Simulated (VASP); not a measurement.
Wanted: the native input for a VASP 6.6.1 run.

- Task: single point
- Functional: PBE
- Potentials or basis: VASP PAW PBE potentials, release 64 (Ti_sv, O)
- Cutoff: 520 eV
- k mesh: 6 × 6 × 10
- Occupations: gaussian, width 0.05 eV
- Spin: no spin polarisation
- Hubbard terms: Ti d U = 4.0 eV
- Dipole correction: no
- Further INCAR settings: ALGO = Normal; EDIFF = 1e-07; NBANDS = 33

The structure of TiO2 lies in POSCAR:

```
TiO2
1.0
    4.4547671155      0.0000000000      0.0000000000
    0.0000000000      4.4547671155      0.0000000000
    0.0000000000      0.0000000000      3.1266390186
Ti O
2 4
Direct
    0.0000000000      0.0000000000      0.0000000000
    0.5000000000      0.5000000000      0.5000000000
    0.3056475955      0.3056475955      0.0000000000
    0.1943524045      0.8056475955      0.5000000000
    0.6943524045      0.6943524045      0.0000000000
    0.8056475955      0.1943524045      0.5000000000
```

This cell differs from its parent crystal: strain -0.040 along x and y, +0.040 along z.

One way to write it, as run:

INCAR

```
  PREC = Accurate
  ENCUT = 520
  EDIFF = 1E-7
  ISMEAR = 0
  SIGMA = 0.05
  LREAL = False
  LASPH = True
  NELM = 150
  ALGO = Normal
  ISIF = 2
  LWAVE = False
  LCHARG = True
  LMAXMIX = 4
  LDAU = True
  LDAUTYPE = 2
  LDAUL = 2 -1
  LDAUU = 4 0
  LDAUJ = 0 0
  LDAUPRINT = 1
  GGA = PE
  LELF = True
  LVHAR = True
  NBANDS = 33
```

KPOINTS

```
regular mesh
0
Gamma
  6 6 10
```

Potentials or basis: VASP PAW PBE potentials, release 64 (Ti_sv, O).

Run with:

```sh
$ cat potpaw_PBE.64/Ti_sv/POTCAR potpaw_PBE.64/O/POTCAR > POTCAR
$ mpirun -np 1 vasp_std > vasp.out
```

It gave:

The pressure is 12.1 GPa and the largest force is 0.038 eV/Å. The band gap on the k mesh is 2.41 eV.

Caveat: the cell differs from its parent crystal (strain -0.040 along x and y, +0.040 along z); the cell stands under pressure.

Run time: 94 s on 1 thread of AMD EPYC 9R45 96-Core Processor (Zen 5), on a shared host, peak memory 0.2 GiB.
